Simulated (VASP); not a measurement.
# LiSi16 (a cell with a defect) in VASP: a series of runs, part 2 of 2

VASP 6.6.1. The steps go on from the part before.

### 3 Single point, PBE

INCAR reads:

```
PREC     = Accurate       # precision mode
ENCUT    = 520            # plane-wave cutoff, eV
EDIFF    = 1E-6           # SCF threshold, eV
ISMEAR   = 0              # smearing method
SIGMA    = 0.05           # smearing width, eV
LREAL    = Auto         
LASPH    = True           # aspherical terms in the spheres
NELM     = 60             # most SCF steps
ALGO     = Normal         # electronic algorithm
ISIF     = 2              # what is computed and relaxed
LWAVE    = False          # write WAVECAR
LCHARG   = True           # write CHGCAR
GGA      = PE             # functional
LELF     = True           # ELF
LVHAR    = True         
NELECT   = 66.0         
NBANDS   = 48             # bands
```

KPOINTS reads:

```
regular mesh
0
Gamma
  2 2 2
```

POSCAR reads:

```
LiSi16
1.0
    0.0000000000      5.4300000000      5.4300000000
    5.4300000000      0.0000000000      5.4300000000
    5.4300000000      5.4300000000      0.0000000000
Si Li
16 1
Direct
   -0.0000749266     -0.0004549241      0.0003220227
    0.1226394805      0.1223200531      0.1229826873
   -0.0020500860     -0.0023480465      0.5022522356
    0.1226347907      0.1223163655      0.6321712539
   -0.0020348148      0.5015780865     -0.0017183130
    0.1226691163      0.6313992591      0.1230161956
   -0.0020386970      0.5015748304      0.5022773962
    0.1274009139      0.6238126719      0.6244407343
    0.5019046925     -0.0023415560     -0.0017266193
    0.6317768467      0.1223299493      0.1229967511
    0.5018999726     -0.0023441688      0.5022649616
    0.6241114046      0.1271136929      0.6244344997
    0.5019235023      0.5015844398     -0.0017082965
    0.6241232974      0.6238178547      0.1277012672
    0.4999431852      0.4996545064      0.5002442100
    0.6241199039      0.6238156096      0.6244492384
    1.2499211679      0.2495184561      0.2503403952
```

Potentials or basis: VASP PAW PBE potentials, release 64 (Si, Li_sv).

Command:

```bash
cat potpaw_PBE.64/Si/POTCAR potpaw_PBE.64/Li_sv/POTCAR > POTCAR
mpirun -np 1 vasp_std > vasp.out
```

OUTCAR:

```text
PREC = Accurate
   ENCUT = 520
   EDIFF = 1E-6
   ISMEAR = 0
   LREAL = Auto
   LASPH = True
   NELM = 60
   ISIF = 2
   GGA = PE
   NELECT = 66.0

 ion  position               nearest neighbor table
   1  1.000  1.000  0.000-   6 2.31  10 2.31   2 2.31   4 2.31
   2  0.123  0.122  0.123-   1 2.31   5 2.38   9 2.38   3 2.38  17 2.39
   3  0.998  0.998  0.502-  12 2.34   8 2.34   4 2.38   2 2.38  17 2.74
   4  0.123  0.122  0.632-   1 2.31   7 2.38  11 2.38   3 2.38  17 2.39
   5  0.998  0.502  0.998-   8 2.34  14 2.34   2 2.38   6 2.38  17 2.74
   6  0.123  0.631  0.123-   1 2.31  13 2.38   5 2.38   7 2.38  17 2.39
   7  0.998  0.502  0.502-   8 2.34  16 2.34   4 2.38   6 2.38  17 2.74
   8  0.127  0.624  0.624-  15 2.34   3 2.34   7 2.34   5 2.34
   9  0.502  0.998  0.998-  12 2.34  14 2.34   2 2.38  10 2.38  17 2.74
  10  0.632  0.122  0.123-   1 2.31  13 2.38   9 2.38  11 2.38  17 2.39
  11  0.502  0.998  0.502-  12 2.34  16 2.34   4 2.38  10 2.38  17 2.74
  12  0.624  0.127  0.624-  15 2.34   3 2.34  11 2.34   9 2.34
  13  0.502  0.502  0.998-  16 2.34  14 2.34   6 2.38  10 2.38  17 2.74
  14  0.624  0.624  0.128-  15 2.34   9 2.34   5 2.34  13 2.34
  15  0.500  0.500  0.500-  12 2.34   8 2.34  16 2.34  14 2.34
  16  0.624  0.624  0.624-  15 2.34  11 2.34   7 2.34  13 2.34
  17  0.250  0.250  0.250-   4 2.39   2 2.39  10 2.39   6 2.39   3 2.74  11 2.74   9 2.74   7 2.74
                             5 2.74  13 2.74

  LATTYP: Found a face centered cubic cell.
 ALAT       =    10.8600000000

  Lattice vectors:

 A1 = (   0.0000000000,   5.4300000000,   5.4300000000)
 A2 = (   5.4300000000,   0.0000000000,   5.4300000000)
 A3 = (   5.4300000000,   5.4300000000,   0.0000000000)

Analysis of symmetry for initial positions (statically):
=====================================================================
 Subroutine PRICEL returns:
[... 159 lines left out ...]
  Thomas-Fermi vector in A             =   2.096897
   LORBIT       =      0    0 simple, 1 ext, 2 COOP (PROOUT), +10 PAW based schemes
   GGA     = PE    functional components
   LHFCALC =     F    Hartree Fock is set to
   AEXX    =    0.0000 exact exchange contribution
   IVDW    =     0    specifies the selected vdW correction
   LEPSILON=     F    determine dielectric tensor
   LRPA    =     F    only Hartree local field effects (RPA)
 non-spin polarized calculation
 Gauss-broadening in eV      SIGMA  =   0.05
  energy-cutoff  :      520.00
  volume of cell :      320.21
 maximum number of plane-waves:      8646
 NGX is ok and might be reduce to    60
   NGX = 29   NGY = 29   NGZ = 29

 number of electron      65.9999997 magnetization

 Free energy of the ion-electron system (eV)
  ---------------------------------------------------
  ext. energy  EPLUGINS =         0.00000000
  ---------------------------------------------------
  free energy    TOTEN  =       -93.51408363 eV

  energy without entropy =      -93.51408363  energy(sigma->0) =      -93.51408363

 E-fermi :   6.4238     XC(G=0):  -9.4410

 val. band max:        6.0412029482   @ k =   0.0000   0.0000   0.0000
 cond. band min:       6.6839020937   @ k =   0.0000   0.0000   0.0000
 fundamental gap:      0.6426991455
 Fermi energy:         6.4237605534

 k-point     1 :       0.0000    0.0000    0.0000
  band No.  band energies     occupation
      1     -40.3796      2.00000
      2      -5.9235      2.00000
      3      -3.6721      2.00000
      4      -3.6116      2.00000
      5      -3.6116      2.00000
      6      -3.6116      2.00000
[... 373 lines left out ...]
     44      10.3331      0.00000
     45      10.4010      0.00000
 [bands above 45 left out]

------------------------ aborting loop because EDIFF is reached ----------------------------------------

  FORCE on cell =-STRESS in cart. coord.  units (eV):
  Direction    XX          YY          ZZ          XY          YZ          ZX
  --------------------------------------------------------------------------------------
  -------------------------------------------------------------------------------------
  Total       -1.1464350     -1.1474030     -1.1518811      0.0011566      0.0009515     -0.0003097
  in kB       -5.7362825     -5.7411260     -5.7635326      0.0057870      0.0047608     -0.0015497
  external PRESSURE =      -5.7469804 kB  Pullay stress =       0.0000000 kB

 VOLUME and BASIS-vectors are now :
 -----------------------------------------------------------------------------
  energy-cutoff  :      520.00
  volume of cell :      320.21
      direct lattice vectors                 reciprocal lattice vectors
     0.000000000  5.430000000  5.430000000    -0.092081031  0.092081031  0.092081031
     5.430000000  0.000000000  5.430000000     0.092081031 -0.092081031  0.092081031
     5.430000000  5.430000000  0.000000000     0.092081031  0.092081031 -0.092081031

 POSITION                                       TOTAL-FORCE (eV/Angst)
 -----------------------------------------------------------------------------------
      5.42928      5.43134     10.85712         0.000389     -0.000921      0.001823
      1.33199      1.33373      1.33013        -0.003066     -0.002896     -0.002952
      8.14448      8.14610     10.83612        -0.000511      0.000190      0.000340
      4.09687      4.09860      1.33008         0.003020      0.003051     -0.002637
      8.14424     10.83962      8.14252        -0.000005      0.002047      0.000282
      4.09648      1.33407      4.09459         0.003150     -0.003366      0.002716
[... 9 lines left out ...]
      6.77808      6.77973      6.77629         0.001175      0.001594      0.000669
      2.71423      2.71642      2.71196         0.000183     -0.000978      0.001996
 -----------------------------------------------------------------------------------
    total drift:                                0.001928     -0.002740      0.002922

  FREE ENERGIE OF THE ION-ELECTRON SYSTEM (eV)
  ---------------------------------------------------
  free  energy   TOTEN  =       -93.5140836278 eV

  energy  without entropy=      -93.5140836278  energy(sigma->0) =      -93.51408363
```

OSZICAR:

```text
N       E                     dE             d eps       ncg     rms          rms(c)
DAV:   1     0.173696556077E+03    0.17370E+03   -0.25065E+04   768   0.116E+03
DAV:   2    -0.758642976147E+02   -0.24956E+03   -0.23352E+03   928   0.188E+02
DAV:   3    -0.940066405135E+02   -0.18142E+02   -0.17835E+02  1112   0.432E+01
DAV:   4    -0.950642272958E+02   -0.10576E+01   -0.10477E+01  1208   0.929E+00
DAV:   5    -0.951002997302E+02   -0.36072E-01   -0.36068E-01  1016   0.138E+00    0.142E+01
DAV:   6    -0.939943936985E+02    0.11059E+01   -0.94104E-01   912   0.322E+00    0.871E+00
DAV:   7    -0.934976521401E+02    0.49674E+00   -0.14493E+00   888   0.359E+00    0.112E+00
DAV:   8    -0.935079613029E+02   -0.10309E-01   -0.12439E-01   896   0.129E+00    0.479E-01
DAV:   9    -0.935121680258E+02   -0.42067E-02   -0.11237E-02   928   0.382E-01    0.234E-01
DAV:  10    -0.935134502669E+02   -0.12822E-02   -0.14405E-03   904   0.127E-01    0.118E-01
DAV:  11    -0.935140552187E+02   -0.60495E-03   -0.66422E-04   880   0.933E-02    0.243E-02
DAV:  12    -0.935140766087E+02   -0.21390E-04   -0.51153E-05  1048   0.251E-02    0.119E-02
DAV:  13    -0.935140833112E+02   -0.67025E-05   -0.13117E-05   944   0.134E-02    0.436E-03
DAV:  14    -0.935140836278E+02   -0.31658E-06   -0.42301E-07   576   0.248E-03
   1 F= -.93514084E+02 E0= -.93514084E+02  d E =-.184046E-13
```

stdout:

```text
POSCAR found type information on POSCAR SiLi
 POSCAR found :  2 types and      17 ions
 scaLAPACK will be used
 LDA part: xc-table for (Slater+PW92), standard interpolation
 POSCAR, INCAR and KPOINTS ok, starting setup
 FFT: planning ... GRIDC
 FFT: planning ... GRID_SOFT
 FFT: planning ... GRID
 WAVECAR not read
 entering main loop
 the old and the new charge density differ
 old charge density:    67.00000 new   66.00000
    0.142E+01
```

It took 2.8 min on 1 thread of AMD EPYC 9R45 (Zen 5), shared host; peak memory 0.44 GiB.

What came out:

| Item | Value |
| --- | --- |
| Free energy | -93.5141 eV |
| Largest force | 0.005 eV/Å |

Forces in eV/Å, atoms in the order of the input:
```
Si   0.000 -0.001  0.002
Si  -0.003 -0.003 -0.003
Si  -0.001  0.000  0.000
Si   0.003  0.003 -0.003
Si   0.000  0.002  0.000
Si   0.003 -0.003  0.003
Si  -0.002  0.000  0.000
Si   0.002 -0.001 -0.002
Si   0.002  0.000  0.000
Si  -0.003  0.003  0.003
Si  -0.001 -0.001  0.000
Si  -0.001  0.002 -0.002
Si   0.000 -0.001 -0.002
Si  -0.002 -0.001  0.000
Si   0.000 -0.001  0.001
Si   0.001  0.002  0.001
Li   0.000 -0.001  0.002
```

Levels at points of the mesh, in eV from the Fermi level:
```
           k point  band 30  band 31  band 32  band 33  band 34  band 35  band 36  band 37
(0.00, 0.00, 0.00)    -1.51    -0.38    -0.38    -0.38     0.26     0.26     0.26     0.33
(0.50, 0.00, 0.00)    -1.20    -1.20    -1.11    -1.11     0.82     1.02     1.02     1.21
(0.00, 0.50, 0.00)    -1.20    -1.20    -1.11    -1.11     0.82     1.02     1.02     1.21
(0.00, 0.00, 0.50)    -1.20    -1.20    -1.11    -1.11     0.82     1.02     1.02     1.21
(0.50, 0.50, 0.50)    -1.20    -1.20    -1.11    -1.11     0.82     1.02     1.02     1.21
(0.50, 0.50, 0.00)    -1.74    -1.74    -1.70    -1.65     0.69     0.75     1.81     1.93
(0.00, 0.50, 0.50)    -1.74    -1.74    -1.70    -1.65     0.69     0.75     1.81     1.93
(0.50, 0.00, 0.50)    -1.74    -1.74    -1.70    -1.65     0.69     0.75     1.81     1.93
```

Caveat: the k points lie up to 0.50 Å⁻¹ apart; the cell carries a net charge on a neutralising background, which shifts energy and pressure; the cell is charged against a uniform background, so pressure and absolute levels hang on convention; the cutoff is under 1.25 times the usual one of these potentials, so pressure, stress and relaxed cells hold a basis-set (Pulay) error.
